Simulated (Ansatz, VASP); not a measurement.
Ti3Si4Ni in VASP and in Ansatz

```
Ti Si Ni
1.0
     4.80290    0.00000    0.00000
     0.00520    4.85561    0.00000
     1.09280    0.58380    4.83167
Ti Si Ni
3 4 1
Direct
  0.36240 0.17405 0.35637
  0.78631 0.25832 0.69411
  0.69489 0.65516 0.06906
  0.62097 0.76285 0.57390
  0.88539 0.13321 0.19176
  0.15474 0.66721 0.35262
  0.25247 0.42289 0.86561
  0.24283 0.92633 0.89657
```

Change from the starting cell: the structure that the rattled cell fell into.

Alike in both runs: task relaxation of cell and atoms; functional PBE; k mesh 4 × 4 × 4; occupations gaussian, width 0.1 eV; no spin polarisation.

```csv
,VASP,Ansatz
version,VASP 6.6.1,Ansatz 0.2.0
potentials or method,"VASP PAW PBE potentials, release 64 (Ti_sv, Si, Ni), cutoff 600 eV","scalar-relativistic, plane waves, PAW"
valence electrons in the cell,62,70
```

```csv
,VASP,Ansatz,Ansatz less VASP
"gap on the k mesh at the Fermi level, each at its own relaxed structure (eV)",none,none,-
relaxed volume (Å³/atom),14.06,14.07,+0.006
relaxed cell length with the largest relative difference (Å),4.861,4.864,+0.0030
```

A gap of «none» marks a metal or a gap that the smearing closes. VASP's potentials hold 62 valence electrons a cell and Ansatz's 70, so a difference there can come from the potentials and not from the codes.
